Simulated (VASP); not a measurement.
A run of VASP 6.6.1 is set up as follows.

File POSCAR:

```
Si
1.0
   -3.3457641667      3.3457641667      1.9305129974
    3.3457641667     -3.3457641667      1.9305129974
    3.3457641667      3.3457641667     -1.9305129974
Si
4
Direct
    0.1786098828      0.1786098828      0.3572197655
    0.8213901172      0.8213901172      0.6427802345
    0.1786098828      0.8213901172      0.0000000000
    0.8213901172      0.1786098828      0.0000000000
```

INCAR.step1

```
SYSTEM = Si
PREC     = Accurate       ! precision mode
ENCUT    = 520            ! plane-wave cutoff, eV
ISMEAR   = 0              ! smearing method
SIGMA    = 0.01           ! smearing width, eV
LREAL    = .False.        ! projectors in reciprocal space
LASPH    = .True.         ! aspherical terms in the spheres
NELM     = 80             ! most SCF steps
NBANDS   = 16             ! bands
GGA      = PE             ! functional
ALGO     = Normal         ! electronic algorithm
EDIFF    = 1E-4           ! SCF threshold, eV
LWAVE    = .True.         ! write WAVECAR
LCHARG   = .False.        ! write CHGCAR
```

The input INCAR.step2:

```
SYSTEM = Si
PREC     = Accurate       ! precision mode
ENCUT    = 520            ! plane-wave cutoff, eV
EDIFF    = 1E-6           ! SCF threshold, eV
ISMEAR   = 0              ! smearing method
SIGMA    = 0.01           ! smearing width, eV
LREAL    = .False.        ! projectors in reciprocal space
LASPH    = .True.         ! aspherical terms in the spheres
NELM     = 80             ! most SCF steps
ALGO     = Normal         ! electronic algorithm
ISIF     = 2              ! what is computed and relaxed
LWAVE    = .False.        ! write WAVECAR
LCHARG   = .True.         ! write CHGCAR
METAGGA  = R2SCAN         ! meta-GGA
LMIXTAU  = .True.       
LELF     = .True.         ! ELF
LVHAR    = .True.       
NBANDS   = 16             ! bands
ISTART   = 1
```

File KPOINTS:

```
regular mesh
0
Gamma
  10 10 10
  0 0 0
```

Potentials or basis: VASP PAW PBE potentials, release 64 (Si).

The run is started by

```bash
$ cat potpaw_PBE.64/Si/POTCAR > POTCAR
$ cp INCAR.step1 INCAR
$ mpirun -np 1 vasp_std > vasp.out
$ cp INCAR.step2 INCAR
$ mpirun -np 1 vasp_std > vasp.out
```

What does it give for the band gap on the k mesh?

0.54 eV, indirect (least direct gap 0.64 eV).

Predict the pressure.

-1.5 GPa.

What does it give for the largest force?

0.011 eV/Å.

Forces on the atoms (eV/Å):
```
Si   0.008  0.008  0.000
Si  -0.008 -0.008  0.000
Si  -0.008  0.008  0.000
Si   0.008 -0.008  0.000
```

Caveat: the PAW data sets were made with another functional, which shifts forces and pressure a little. r2SCAN opens gaps a little over a GGA but as a rule still falls short of measured ones.
